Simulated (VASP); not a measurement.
# Au (Fm-3m) in VASP: relaxation of cell and atoms with PBE

Aim: the relaxation of cell and atoms of Au with PBE.

Program: VASP 6.6.1. These are calculated values, not measurements. Logs are shortened: lines on timing, memory, paths and dates and some standing lists are left out, and cuts for length are marked.

### Step 1. The cell of the first run

Symmetry: Fm-3m, No. 225, cubic system. Conventional cell: a = 4.091 Å, b = 4.091 Å, c = 4.091 Å, α = 90.00°, β = 90.00°, γ = 90.00°. Within 3.8 Å of Au (site symmetry m-3m) lie 12 Au at 2.89 Å.

### Step 2. Relaxation of cell and atoms, PBE

Input file INCAR:

```
SYSTEM = Au
PREC = Accurate
ENCUT = 500
EDIFF = 1E-7
ISMEAR = 0
SIGMA = 0.1
LREAL = .False.
LASPH = .True.
NELM = 120
ALGO = Normal
ISIF = 3
LWAVE = .False.
LCHARG = .False.
GGA = PE
IBRION = 2
NSW = 100
EDIFFG = -0.05
GGA_COMPAT = .False.
NELMIN = 4
```

Input file KPOINTS:

```
Automatic mesh
0
Gamma
  8 8 8
  0 0 0
```

Input file POSCAR:

```
Au
1.0
    0.0000000000      2.0455000000      2.0455000000
    2.0455000000      0.0000000000      2.0455000000
    2.0455000000      2.0455000000      0.0000000000
Au
1
Direct
    0.0000000000      0.0000000000      0.0000000000
```

Potentials or basis: VASP PAW PBE potentials, release 64 (Au).

Command:

```bash
> cat potpaw_PBE.64/Au/POTCAR > POTCAR
> mpirun -np 1 vasp_std > vasp.out
```

OUTCAR:

```text
SYSTEM = Au
   PREC = Accurate
   ENCUT = 500
   EDIFF = 1E-7
   ISMEAR = 0
   LREAL = .False.
   LASPH = .True.
   NELM = 120
   ISIF = 3
   GGA = PE
   IBRION = 2
   NSW = 100
   EDIFFG = -0.05
   NELMIN = 4

 ion  position               nearest neighbor table
   1  0.000  0.000  0.000-

  LATTYP: Found a face centered cubic cell.
 ALAT       =     4.0910000000

  Lattice vectors:

 A1 = (   0.0000000000,   2.0455000000,   2.0455000000)
 A2 = (   2.0455000000,   0.0000000000,   2.0455000000)
 A3 = (   2.0455000000,   2.0455000000,   0.0000000000)

Analysis of symmetry for initial positions (statically):
=====================================================================
 Subroutine PRICEL returns:
 Original cell was already a primitive cell.

 Routine SETGRP: Setting up the symmetry group for a
 face centered cubic supercell.

 Subroutine GETGRP returns: Found 48 space group operations
[... 9 lines left out ...]

 Routine SETGRP: Setting up the symmetry group for a
 face centered cubic supercell.

 Subroutine GETGRP returns: Found 48 space group operations
[... 11 lines left out ...]
                                     Primitive cell

  volume of cell :      17.1170

  direct lattice vectors                    reciprocal lattice vectors
     0.000000000  2.045500000  2.045500000    -0.244439012  0.244439012  0.244439012
     2.045500000  0.000000000  2.045500000     0.244439012 -0.244439012  0.244439012
     2.045500000  2.045500000  0.000000000     0.244439012  0.244439012 -0.244439012

  length of vectors
     2.892773842  2.892773842  2.892773842     0.423380789  0.423380789  0.423380789

  position of ions in fractional coordinates (direct lattice)
     0.000000000  0.000000000  0.000000000

  ion indices of the primitive-cell ions
   primitive index   ion index
                 1           1

----------------------------------------------------------------------------------------

 KPOINTS: Automatic mesh

Automatic generation of k-mesh.
 Grid dimensions read from file:
 generate k-points for:    8    8    8

 Generating k-lattice:

  Cartesian coordinates                     Fractional coordinates (reciprocal lattice)
    -0.030554877  0.030554877  0.030554877     0.125000000  0.000000000  0.000000000
     0.030554877 -0.030554877  0.030554877     0.000000000  0.125000000  0.000000000
     0.030554877  0.030554877 -0.030554877     0.000000000  0.000000000  0.125000000

  Length of vectors
     0.052922599  0.052922599  0.052922599

  Shift w.r.t. Gamma in fractional coordinates (k-lattice)
     0.000000000  0.000000000  0.000000000

 Subroutine IBZKPT returns following result:
 ===========================================

 Found     29 irreducible k-points:

 Following reciprocal coordinates:
            Coordinates               Weight
  0.000000  0.000000  0.000000      1.000000
  0.125000  0.000000  0.000000      8.000000
  0.250000  0.000000  0.000000      8.000000
  0.375000  0.000000  0.000000      8.000000
  0.500000  0.000000  0.000000      4.000000
  0.125000  0.125000  0.000000      6.000000
[... 16 lines left out ...]
  0.500000  0.250000  0.125000     48.000000
 -0.375000  0.250000  0.125000     24.000000
 [... further k-points ...]
   k-points           NKPTS =     29   k-points in BZ     NKDIM =     29   number of bands    NBANDS=      9
   number of dos      NEDOS =    301   number of ions     NIONS =      1
   total plane-waves  NPLWV =  13824
   dimension x,y,z NGX =    24 NGY =   24 NGZ =   24
   dimension x,y,z NGXF=    48 NGYF=   48 NGZF=   48
   ions per type =               1
   NGX,Y,Z   is equivalent  to a cutoff of  13.79, 13.79, 13.79 a.u.
   NGXF,Y,Z  is equivalent  to a cutoff of  27.59, 27.59, 27.59 a.u.
 SYSTEM =  Au
   PREC   = accura    normal or accurate (medium, high low for compatibility)
   ISTART =      0    job   : 0-new  1-cont  2-samecut
   ICHARG =      2    charge: 1-file 2-atom 10-const
   ISPIN  =      1    spin polarized calculation?
   LNONCOLLINEAR =      F non collinear calculations
   LSORBIT =      F    spin-orbit coupling
   LASPH  =      T    aspherical Exc in radial PAW
   ENCUT  =  500.0 eV  36.75 Ry    6.06 a.u.   5.27  5.27  5.27*2*pi/ulx,y,z
   NELM   =    120;   NELMIN=  4; NELMDL= -5     # of ELM steps
   EDIFF  = 0.1E-06   stopping-criterion for ELM
   LREAL  =      F    real-space projection
   EDIFFG = -.5E-01   stopping-criterion for IOM
   NSW    =    100    number of steps for IOM
   IBRION =      2    ionic relax: 0-MD 1-quasi-New 2-CG
   NFREE  =      1    steps in history (QN), initial steepest desc. (CG)
   ISIF   =      3    stress and relaxation
   ISYM   =      2    0-nonsym 1-usesym 2-fastsym
   POTIM  = 0.5000    time-step for ionic-motion
   TEBEG  =    0.0;   TEEND  =   0.0 temperature during run
   PSTRESS=    0.0 pullay stress
   NELECT =      11.0000    total number of electrons
   NUPDOWN=      -1.0000    fix difference up-down
   EMIN   =  10.00;   EMAX   =-10.00  energy-range for DOS
   EFERMI =   0.00;   METHOD = LEGACY
   ISMEAR =     0;   SIGMA  =   0.10  broadening in eV -4-tet -1-fermi 0-gaus
   EFERMI_NEDOS =   21; number of points for ismear=-14 and -15
   IALGO  =     38    algorithm
   IMIX   =      4    mixing-type and parameters
     AMIX     =   0.40;   BMIX     =  1.00
     AMIX_MAG =   1.60;   BMIX_MAG =  1.00
  volume/ion in A,a.u.               =      17.12       115.51
  Fermi-wavevector in a.u.,A,eV,Ry     =   1.412742  2.669696 27.155058  1.995840
  Thomas-Fermi vector in A             =   2.534459
   LORBIT       =      0    0 simple, 1 ext, 2 COOP (PROOUT), +10 PAW based schemes
   GGA     = PE    functional components
   LHFCALC =     F    Hartree Fock is set to
   AEXX    =    0.0000 exact exchange contribution
   IVDW    =     0    specifies the selected vdW correction
   LEPSILON=     F    determine dielectric tensor
   LRPA    =     F    only Hartree local field effects (RPA)
 conjugate gradient relaxation of ions
 non-spin polarized calculation
 Gauss-broadening in eV      SIGMA  =   0.10
  energy-cutoff  :      500.00
  volume of cell :       17.12
 maximum number of plane-waves:       445
 NGX is ok and might be reduce to    24
   NGX = 11   NGY = 11   NGZ = 11

--------------------------------------- Ionic step        1  -------------------------------------------

 number of electron      11.0000000 magnetization

 Free energy of the ion-electron system (eV)
  ---------------------------------------------------
  ext. energy  EPLUGINS =         0.00000000
  ---------------------------------------------------
  free energy    TOTEN  =        -3.16451480 eV

  energy without entropy =       -3.16139703  energy(sigma->0) =       -3.16295592

------------------------ aborting loop because EDIFF is reached ----------------------------------------

  FORCE on cell =-STRESS in cart. coord.  units (eV):
  Direction    XX          YY          ZZ          XY          YZ          ZX
  --------------------------------------------------------------------------------------
  -------------------------------------------------------------------------------------
  Total        0.9077752      0.9077752      0.9077752      0.0000000      0.0000000      0.0000000
  in kB       84.9689859     84.9689859     84.9689859      0.0000000      0.0000000      0.0000000
  external PRESSURE =      84.9689859 kB  Pullay stress =       0.0000000 kB
[... 55 lines left out ...]
  energy  without entropy=       -3.1435031311  energy(sigma->0) =       -3.14504411

--------------------------------------- Ionic step        3  -------------------------------------------

 number of electron      11.0000001 magnetization

 Free energy of the ion-electron system (eV)
  ---------------------------------------------------
  ext. energy  EPLUGINS =         0.00000000
  ---------------------------------------------------
  free energy    TOTEN  =        -3.18748791 eV

  energy without entropy =       -3.18439504  energy(sigma->0) =       -3.18594147

 E-fermi :   8.4394     XC(G=0): -12.3710

 val. band max:        8.3651242745   @ k =   0.5000   0.2500   0.1250
 cond. band min:       8.6432226283   @ k =   0.5000   0.3750   0.1250
 fundamental gap:      0.2780983538
 Fermi energy:         8.4394177122

 k-point     1 :       0.0000    0.0000    0.0000
  band No.  band energies     occupation
      1      -0.7190      2.00000
      2       4.1521      2.00000
      3       4.1521      2.00000
      4       4.1521      2.00000
      5       5.5200      2.00000
      6       5.5200      2.00000
      7      23.1254      0.00000
      8      26.7915      0.00000
      9      26.7915      0.00000
[... 265 lines left out ...]
 k-point    24 :      -0.3750    0.2500    0.1250
  band No.  band energies     occupation
      1       2.6896      2.00000
      2       3.5599      2.00000
      3       4.5815      2.00000
      4       4.9145      2.00000
      5       6.4822      2.00000
      6      11.1467      0.00000
      7      11.3566      0.00000
      8      20.2725      0.00000
      9      21.3281      0.00000

 [... further k-points ...]

------------------------ aborting loop because EDIFF is reached ----------------------------------------

  FORCE on cell =-STRESS in cart. coord.  units (eV):
  Direction    XX          YY          ZZ          XY          YZ          ZX
  --------------------------------------------------------------------------------------
  -------------------------------------------------------------------------------------
  Total       -0.0148688     -0.0148688     -0.0148688      0.0000000     -0.0000000      0.0000000
  in kB       -1.3193057     -1.3193057     -1.3193057      0.0000000     -0.0000000      0.0000000
  external PRESSURE =      -1.3193057 kB  Pullay stress =       0.0000000 kB
[... 16 lines left out ...]
  FREE ENERGIE OF THE ION-ELECTRON SYSTEM (eV)
  ---------------------------------------------------
  free  energy   TOTEN  =        -3.1874879067 eV

  energy  without entropy=       -3.1843950404  energy(sigma->0) =       -3.18594147

 reached required accuracy - stopping structural energy minimisation
```

Run time: 9.2 s. Hardware: 1 thread of Intel Xeon Platinum 8488C (Sapphire Rapids), shared host; peak memory 0.14 GiB.

Results:

* Free energy: -3.1875 eV
* Relaxed volume: 18.06 Å³/atom
* Relaxed cell: a = 2.945 Å, b = 2.945 Å, c = 2.945 Å, α = 60.00°, β = 60.00°, γ = 60.00°
* Space group after relaxing (to 0.05 Å): Fm-3m (No. 225)
* Energy gained by relaxing: 23.0 meV/atom
* Ionic steps: 3
* Pressure after relaxing: -0.1 GPa

Step by step:
```
step  energy change (eV)  largest force (eV/Å)  pressure (GPa)  volume (Å³)
   1              0.0000                0.0000            8.50        17.12
   2              0.0179                0.0000           -8.40        19.47
   3             -0.0230                0.0000           -0.13        18.06
```

Final structure:
```xyz
1
Lattice="0.0000 2.0823 2.0823 2.0823 0.0000 2.0823 2.0823 2.0823 0.0000" Properties=species:S:1:pos:R:3 pbc="T T T"
Au    0.0000    0.0000    0.0000
```

Levels at points of the mesh, in eV from the Fermi level:
```tsv
k point	band 2	band 3	band 4	band 5	band 6	band 7	band 8	band 9
(0.00, 0.00, 0.00)	-4.29	-4.29	-4.29	-2.92	-2.92	14.69	18.35	18.35
(0.50, 0.00, 0.00)	-4.32	-4.32	-1.84	-1.84	-0.59	2.87	14.12	16.79
(0.50, 0.50, 0.00)	-6.16	-1.88	-1.55	-1.55	1.28	5.42	9.94	9.94
```

Caveat: spin-orbit coupling is left out, which moves the levels of the heavy elements. PBE usually gives volumes a little too large and moduli too small.
